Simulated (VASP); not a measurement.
Rb3Sr:

```
CELL_PARAMETERS angstrom
6.82864 0.00000 0.00000
0.00000 6.82864 0.00000
0.00000 0.00000 6.82864
ATOMIC_POSITIONS crystal
Rb 0.50000 0.00000 0.00000
Rb 0.00000 0.50000 0.00000
Rb 0.00000 0.00000 0.50000
Sr 0.50000 0.50000 0.50000
```

| Quantity | Value |
| --- | --- |
| Program | VASP 6.6.1 |
| Task | relaxation of volume and atoms at fixed shape |
| Functional | PBEsol |
| Potentials or basis | VASP PAW PBE potentials, release 64 (Rb_sv, Sr_sv) |
| Cutoff | 600 eV |
| k mesh | 4 × 4 × 4 |
| Occupations | fermi-dirac, width 0.1 eV |
| Spin | no spin polarisation |

At the start: pressure -0.2 GPa; volume 79.61 Å³/atom.

**Question.** Where does the relaxation end?

**Answer.** Over 3 steps the energy falls by 2.7 meV/atom and the volume is 75.44 Å³/atom (-5.2 %); space group Pm-3m (No. 221, to 0.1 Å) before and after.

Step by step:
```tsv
step	energy change (eV)	largest force (eV/Å)	pressure (GPa)	volume (Å³)
1	0.0000	0.0000	-0.20	318.42
2	-0.0050	0.0000	-0.15	313.78
3	-0.0106	0.0000	0.00	301.76
```

Final structure:
```
CELL_PARAMETERS angstrom
6.70736 0.00000 0.00000
0.00000 6.70736 0.00000
0.00000 0.00000 6.70736
ATOMIC_POSITIONS crystal
Rb 0.50000 0.00000 0.00000
Rb 0.00000 0.50000 0.00000
Rb 0.00000 0.00000 0.50000
Sr 0.50000 0.50000 0.50000
```

Caveat: the PAW data sets were made with another functional, which shifts forces and pressure a little.
